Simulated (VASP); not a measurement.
# AlN (P6_3mc) in VASP: notebook, part 2 of 2

VASP 6.6.1. The steps go on from the part before.

## 4. Single point, PBE

This run uses another cell than the first one, of 10.65 Å³/atom, 1.064 times its volume.

Input file INCAR:

```
PREC = Accurate
ENCUT = 520
EDIFF = 1E-6
ISMEAR = 0
SIGMA = 0.02
LREAL = F
LASPH = T
NELM = 100
ALGO = Normal
ISIF = 2
LWAVE = F
LCHARG = F
GGA = PE
NBANDS = 16
```

Input file KPOINTS:

```
regular mesh
0
Gamma
  9 9 6
```

Input file POSCAR:

```
AlN
1.0
    3.1302455680      0.0000000000      0.0000000000
   -1.5651227840      2.7108721819      0.0000000000
    0.0000000000      0.0000000000      5.0179604227
Al N
2 2
Direct
    0.3333333333      0.6666666667     -0.0007713538
    0.6666666667      0.3333333333      0.4992286462
    0.3333333333      0.6666666667      0.3807713538
    0.6666666667      0.3333333333      0.8807713538
```

Potentials or basis: VASP PAW PBE potentials, release 64 (Al, N).

On the command line:

```sh
cat potpaw_PBE.64/Al/POTCAR potpaw_PBE.64/N/POTCAR > POTCAR
mpirun -np 1 vasp_std > vasp.out
```

OUTCAR:

```text
PREC = Accurate
   ENCUT = 520
   EDIFF = 1E-6
   ISMEAR = 0
   LREAL = F
   LASPH = T
   NELM = 100
   ISIF = 2
   GGA = PE

 ion  position               nearest neighbor table
   1  0.333  0.667  0.999-   4 1.90   4 1.90   4 1.90   3 1.91   2 3.09   2 3.09   2 3.09   2 3.09
                             2 3.09   2 3.09
   2  0.667  0.333  0.499-   3 1.90   3 1.90   3 1.90   4 1.91   1 3.09   1 3.09   1 3.09   1 3.09
                             1 3.09   1 3.09
   3  0.333  0.667  0.381-   2 1.90   2 1.90   2 1.90   1 1.91
   4  0.667  0.333  0.881-   1 1.90   1 1.90   1 1.90   2 1.91

  LATTYP: Found a hexagonal cell.
 ALAT       =     3.1302455680
 C/A-ratio  =     1.6030564739

  Lattice vectors:

 A1 = (   3.1302455680,   0.0000000000,   0.0000000000)
 A2 = (  -1.5651227840,   2.7108721819,   0.0000000000)
 A3 = (   0.0000000000,   0.0000000000,   5.0179604227)

Analysis of symmetry for initial positions (statically):
=====================================================================
 Subroutine PRICEL returns:
 Original cell was already a primitive cell.

[... 179 lines left out ...]
 cond. band min:      10.0074356204   @ k =   0.0000   0.0000   0.0000
 fundamental gap:      4.0431585764
 Fermi energy:         6.1336047669

 k-point     1 :       0.0000    0.0000    0.0000
  band No.  band energies     occupation
      1      -9.1032      2.00000
      2      -7.0205      2.00000
      3       0.0589      2.00000
      4       5.1188      2.00000
      5       5.1188      2.00000
      6       5.7614      2.00000
[... 433 lines left out ...]
      3       1.3512      2.00000
      4       1.8327      2.00000
      5       1.8327      2.00000
      6       3.3226      2.00000
[... 8 lines left out ...]
     15      18.9136      0.00000
     16      20.7953      0.00000

 [... further k-points ...]

------------------------ aborting loop because EDIFF is reached ----------------------------------------

  FORCE on cell =-STRESS in cart. coord.  units (eV):
  Direction    XX          YY          ZZ          XY          YZ          ZX
  --------------------------------------------------------------------------------------
  -------------------------------------------------------------------------------------
  Total       -0.0732373     -0.0732373     -0.0558887      0.0000000     -0.0000000      0.0000000
  in kB       -2.7556781     -2.7556781     -2.1029055      0.0000000     -0.0000000      0.0000000
  external PRESSURE =      -2.5380873 kB  Pullay stress =       0.0000000 kB

 VOLUME and BASIS-vectors are now :
 -----------------------------------------------------------------------------
  energy-cutoff  :      520.00
  volume of cell :       42.58
      direct lattice vectors                 reciprocal lattice vectors
     3.130245568  0.000000000  0.000000000     0.319463754  0.184442484  0.000000000
    -1.565122784  2.710872182  0.000000000     0.000000000  0.368884969  0.000000000
     0.000000000  0.000000000  5.017960423     0.000000000  0.000000000  0.199284154

 POSITION                                       TOTAL-FORCE (eV/Angst)
 -----------------------------------------------------------------------------------
     -0.00000      1.80725      5.01409         0.000000     -0.000000      0.000637
      1.56512      0.90362      2.50511        -0.000000      0.000000      0.000637
     -0.00000      1.80725      1.91070         0.000000     -0.000000     -0.000637
      1.56512      0.90362      4.41968        -0.000000      0.000000     -0.000637
 -----------------------------------------------------------------------------------
    total drift:                               -0.000000     -0.000000      0.000504

  FREE ENERGIE OF THE ION-ELECTRON SYSTEM (eV)
  ---------------------------------------------------
  free  energy   TOTEN  =       -29.7804869341 eV

  energy  without entropy=      -29.7804869341  energy(sigma->0) =      -29.78048693
```

OSZICAR:

```text
N       E                     dE             d eps       ncg     rms          rms(c)
DAV:   1     0.420684706502E+02    0.42068E+02   -0.72926E+03  1536   0.891E+02
DAV:   2    -0.308038108229E+02   -0.72872E+02   -0.67023E+02  2144   0.186E+02
DAV:   3    -0.344338916452E+02   -0.36301E+01   -0.36201E+01  1904   0.431E+01
DAV:   4    -0.344564635940E+02   -0.22572E-01   -0.22570E-01  1936   0.384E+00
DAV:   5    -0.344567573574E+02   -0.29376E-03   -0.29376E-03  1864   0.442E-01    0.121E+01
DAV:   6    -0.297653931876E+02    0.46914E+01   -0.10676E+01  1840   0.236E+01    0.411E+00
DAV:   7    -0.297922738063E+02   -0.26881E-01   -0.65889E-01  1640   0.571E+00    0.292E+00
DAV:   8    -0.297851863369E+02    0.70875E-02   -0.62280E-02  1712   0.230E+00    0.621E-01
DAV:   9    -0.297799243518E+02    0.52620E-02   -0.12481E-02  2016   0.825E-01    0.252E-01
DAV:  10    -0.297805724164E+02   -0.64806E-03   -0.24329E-03  1648   0.307E-01    0.137E-01
DAV:  11    -0.297804838892E+02    0.88527E-04   -0.18694E-04  1744   0.105E-01    0.344E-02
DAV:  12    -0.297804871132E+02   -0.32240E-05   -0.12583E-05  1688   0.283E-02    0.722E-03
DAV:  13    -0.297804869341E+02    0.17902E-06   -0.45571E-06  1824   0.163E-02
   1 F= -.29780487E+02 E0= -.29780487E+02  d E =-.172077E-35
```

It took 11 s on 1 thread of Intel Xeon Platinum 8559C (Emerald Rapids), shared host; peak memory 0.17 GiB.

What came out:

```yaml
Free_energy: -29.7805 eV
Pressure: -0.3 GPa
Band_gap_on_the_k_mesh: 4.04 eV, direct
```

## 5. Single point, PBE (volume scaled by 1.03, then relaxed in part)

Input file INCAR:

```
PREC = Accurate ; ENCUT = 520
EDIFF = 1E-6 ; ISMEAR = 0
SIGMA = 0.02 ; LREAL = F
LASPH = T ; NELM = 80
ALGO = Normal ; ISIF = 2
LWAVE = F ; LCHARG = F
GGA = PE ; NBANDS = 16
```

Input file KPOINTS:

```
Automatic mesh
0
Gamma
  9 9 6
```

Input file POSCAR:

```
AlN
1.0
    3.1596950177      0.0000000000      0.0000000000
   -1.5798475088      2.7363761535      0.0000000000
    0.0000000000      0.0000000000      5.0726038181
Al N
2 2
Direct
    0.3333333333      0.6666666667     -0.0006072924
    0.6666666667      0.3333333333      0.4993927076
    0.3333333333      0.6666666667      0.3806072924
    0.6666666667      0.3333333333      0.8806072924
```

Potentials or basis: VASP PAW PBE potentials, release 64 (Al, N).

On the command line:

```sh
cat potpaw_PBE.64/Al/POTCAR potpaw_PBE.64/N/POTCAR > POTCAR
mpirun -np 1 vasp_std > vasp.out
```

OUTCAR:

```text
PREC = Accurate
   ENCUT = 520
   EDIFF = 1E-6
   ISMEAR = 0
   LREAL = F
   LASPH = T
   NELM = 80
   ISIF = 2
   GGA = PE

 ion  position               nearest neighbor table
   1  0.333  0.667  0.999-   4 1.92   4 1.92   4 1.92   3 1.93   2 3.12   2 3.12   2 3.12   2 3.12
                             2 3.12   2 3.12
   2  0.667  0.333  0.499-   3 1.92   3 1.92   3 1.92   4 1.93   1 3.12   1 3.12   1 3.12   1 3.12
                             1 3.12   1 3.12
   3  0.333  0.667  0.381-   2 1.92   2 1.92   2 1.92   1 1.93
   4  0.667  0.333  0.881-   1 1.92   1 1.92   1 1.92   2 1.93

  LATTYP: Found a hexagonal cell.
 ALAT       =     3.1596950177
 C/A-ratio  =     1.6054093163

  Lattice vectors:

 A1 = (   3.1596950177,   0.0000000000,   0.0000000000)
 A2 = (  -1.5798475088,   2.7363761535,   0.0000000000)
 A3 = (   0.0000000000,   0.0000000000,   5.0726038181)

Analysis of symmetry for initial positions (statically):
=====================================================================
 Subroutine PRICEL returns:
 Original cell was already a primitive cell.

[... 179 lines left out ...]
 cond. band min:       9.4739435360   @ k =   0.0000   0.0000   0.0000
 fundamental gap:      3.7955885317
 Fermi energy:         5.8409841566

 k-point     1 :       0.0000    0.0000    0.0000
  band No.  band energies     occupation
      1      -9.2067      2.00000
      2      -7.2179      2.00000
      3      -0.0935      2.00000
      4       4.8635      2.00000
      5       4.8635      2.00000
      6       5.4949      2.00000
[... 433 lines left out ...]
      3       1.2020      2.00000
      4       1.6126      2.00000
      5       1.6126      2.00000
      6       3.1157      2.00000
[... 8 lines left out ...]
     15      18.4532      0.00000
     16      20.1275      0.00000

 [... further k-points ...]

------------------------ aborting loop because EDIFF is reached ----------------------------------------

  FORCE on cell =-STRESS in cart. coord.  units (eV):
  Direction    XX          YY          ZZ          XY          YZ          ZX
  --------------------------------------------------------------------------------------
  -------------------------------------------------------------------------------------
  Total       -1.5497605     -1.5497605     -1.5300107     -0.0000000      0.0000000      0.0000000
  in kB      -56.6139256    -56.6139256    -55.8924494     -0.0000000      0.0000000      0.0000000
  external PRESSURE =     -56.3734335 kB  Pullay stress =       0.0000000 kB

 VOLUME and BASIS-vectors are now :
 -----------------------------------------------------------------------------
  energy-cutoff  :      520.00
  volume of cell :       43.86
      direct lattice vectors                 reciprocal lattice vectors
     3.159695018  0.000000000  0.000000000     0.316486241  0.182723417  0.000000000
    -1.579847509  2.736376154  0.000000000     0.000000000  0.365446833  0.000000000
     0.000000000  0.000000000  5.072603818     0.000000000  0.000000000  0.197137414

 POSITION                                       TOTAL-FORCE (eV/Angst)
 -----------------------------------------------------------------------------------
     -0.00000      1.82425      5.06952        -0.000000      0.000000      0.005663
      1.57985      0.91213      2.53322         0.000000     -0.000000      0.005663
     -0.00000      1.82425      1.93067        -0.000000     -0.000000     -0.005663
      1.57985      0.91213      4.46697         0.000000      0.000000     -0.005663
 -----------------------------------------------------------------------------------
    total drift:                               -0.000000      0.000000      0.000148

  FREE ENERGIE OF THE ION-ELECTRON SYSTEM (eV)
  ---------------------------------------------------
  free  energy   TOTEN  =       -29.7570280809 eV

  energy  without entropy=      -29.7570280809  energy(sigma->0) =      -29.75702808
```

Wall time 12 s (1 thread of Intel Xeon Platinum 8559C (Emerald Rapids), shared host); peak memory 0.17 GiB.

Results:

- Free energy: -29.7570 eV
- Pressure: -5.6 GPa
- Largest force: 0.006 eV/Å
- Band gap on the k mesh: 3.80 eV, direct

Forces on the atoms (eV/Å):
```
Al   0.000  0.000  0.006
Al   0.000  0.000  0.006
N    0.000  0.000 -0.006
N    0.000  0.000 -0.006
```

Levels at points of the mesh, in eV from the valence-band top:
| k point | band 5 | band 6 | band 7 | band 8 | band 9 | band 10 | band 11 | band 12 |
| --- | --- | --- | --- | --- | --- | --- | --- | --- |
| (0.00, 0.00, 0.00) | -0.81 | -0.18 | -0.18 | 0.00 | 3.80 | 6.28 | 10.22 | 10.83 |
| (0.00, 0.00, 0.50) | -0.51 | -0.51 | -0.51 | -0.51 | 6.07 | 6.07 | 9.93 | 9.93 |

Caveat: the cell differs from its parent crystal (volume scaled by 1.03, then relaxed in part).

## 6. Overview

| cell | gap on the mesh (eV) | pressure (GPa) | largest force (eV/Å) |
| --- | --- | --- | --- |
| a = 3.071, b = 3.071, c = 4.901 Å, angles 90.0, 90.0, 120.0°, 4 atoms | 4.56 | 13.2 | - |
| a = 3.100, b = 3.100, c = 4.963 Å, angles 90.0, 90.0, 120.0°, 4 atoms | 4.30 | 6.0 | 0.01 |
| a = 3.130, b = 3.130, c = 5.018 Å, angles 90.0, 90.0, 120.0°, 4 atoms | 4.04 | -0.3 | - |
| a = 3.160, b = 3.160, c = 5.073 Å, angles 90.0, 90.0, 120.0°, 4 atoms | 3.80 | -5.6 | 0.01 |

Alike in all rows: task single point; level PBE; potentials or basis VASP PAW PBE potentials, release 64 (Al, N); no spin polarisation; k mesh 9 × 9 × 6; cutoff (eV) 520; smearing gaussian 0.02 eV.

Absolute energies hang on the potentials; compare differences alone.

## 7. Against experiment

Step 4. A measured gap of AlN is 6.0343 eV (an exciton energy, a little under the gap; 0 K; quoted in “Structural and optical properties of self-assembled AlN nanowires grown on SiO2/Si substrates by molecular beam epitaxy”, 2024, arxiv:2402.00216); the calculated 4.04 eV misses it by -1.99 eV. 2 values of this kind are on record (6.034 to 6.0343 eV); this one was drawn at random. The value is that of PBE, without temperature or zero-point motion. Semilocal functionals fall short of measured gaps as a rule.
